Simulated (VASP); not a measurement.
Here is a VASP 6.6.1 calculation.

Contents of INCAR:

```
ALGO     = Normal         # electronic algorithm
EDIFF    = 1E-6           # SCF threshold, eV
ENCUT    = 520            # plane-wave cutoff, eV
GGA      = PE             # functional
ISIF     = 2              # what is computed and relaxed
ISMEAR   = 0              # smearing method
LASPH    = True           # aspherical terms in the spheres
LCHARG   = False          # write CHGCAR
LREAL    = False          # projectors in reciprocal space
LWAVE    = False          # write WAVECAR
NBANDS   = 16             # bands
NELM     = 80             # most SCF steps
PREC     = Accurate       # precision mode
SIGMA    = 0.05           # smearing width, eV
```

Contents of KPOINTS:

```
k-points
0
Gamma
  9 9 6
```

File POSCAR:

```
Te
1.0
    4.7006483692      0.0000000000      0.0000000000
   -2.3503241847      4.0708809020      0.0000000000
    0.0000000000      0.0000000000      6.1586227500
Te
3
Direct
    0.7462881471     -0.0059922925      0.3333333333
    0.0059922925      0.7522804396      0.6666666667
    0.2477195604      0.2537118529      0.0000000000
```

Potentials or basis: VASP PAW PBE potentials, release 64 (Te).

Launch:

```sh
$ cat potpaw_PBE.64/Te/POTCAR > POTCAR
$ mpirun -np 1 vasp_std > vasp.out
```

Question: Estimate the band gap on the k mesh.

Answer: 0.19 eV.

Question: Predict the largest force.

Answer: 0.147 eV/Å.

Question: Predict the pressure.

Answer: -2.2 GPa.

Forces on the atoms (eV/Å):
```
Te   0.136  0.056  0.000
Te  -0.117  0.090  0.000
Te  -0.019 -0.146  0.000
```

Caveat: the cell differs from its parent crystal (strained and its atoms moved); spin-orbit coupling is left out, which moves the levels of the heavy elements; an odd mesh through Γ misses points on the zone boundary, where band edges can lie.
